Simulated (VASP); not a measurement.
Write the native input for VASP 6.6.1 that does the following.

```yaml
Task: single point
Functional: revPBE
Potentials_or_basis: VASP PAW PBE potentials, release 64 (Te)
Cutoff: 520 eV
k_mesh: 4 × 4 × 4
Occupations: fermi-dirac, width 0.1 eV
Spin: no spin polarisation
Dipole_correction: no
Further_INCAR_settings: ALGO = Normal; EDIFF = 1e-07; NBANDS = 34
```

The structure of Te lies in POSCAR:

```
Te
1.0
    6.2007411034      0.0000000000      0.0000000000
    0.0000000000      6.2007411034      0.0000000000
    0.0000000000      0.0000000000      6.2007411034
Te
8
Direct
    1.0000000000      0.0000000000      1.0000000000
    0.5000000000      0.5000000000      0.5000000000
    0.2500000000      0.0000000000      0.5000000000
    0.7500000000      0.0000000000      0.5000000000
    0.5000000000      0.2500000000      1.0000000000
    0.5000000000      0.7500000000      0.0000000000
    1.0000000000      0.5000000000      0.2500000000
    0.0000000000      0.5000000000      0.7500000000
```

These files were run (other wordings do the same):

INCAR

```
ALGO = Normal ; EDIFF = 1E-7
ENCUT = 520 ; GGA = RE
ISIF = 2 ; ISMEAR = -1
LASPH = T ; LCHARG = T
LELF = T ; LREAL = F
LVHAR = T ; LWAVE = F
NBANDS = 34 ; NELM = 100
PREC = Accurate ; SIGMA = 0.1
```

KPOINTS

```
k-points
0
Gamma
  4 4 4
```

Potentials or basis: VASP PAW PBE potentials, release 64 (Te).

Run with:

```sh
$ cat potpaw_PBE.64/Te/POTCAR > POTCAR
$ mpirun -np 1 vasp_std > vasp.out
```

Results of the run:

| Quantity | Value |
| --- | --- |
| Pressure | -0.1 GPa |
| Band gap on the k mesh | zero (bands 24 and 25 overlap by 0.85 eV) |

Caveat: the PAW data sets were made with another functional, which shifts forces and pressure a little; spin-orbit coupling is left out, which moves the levels of the heavy elements.

It took 76 s on 1 thread of Intel(R) Xeon(R) Platinum 8488C (Sapphire Rapids), with other jobs on the host, peak memory 0.33 GiB.
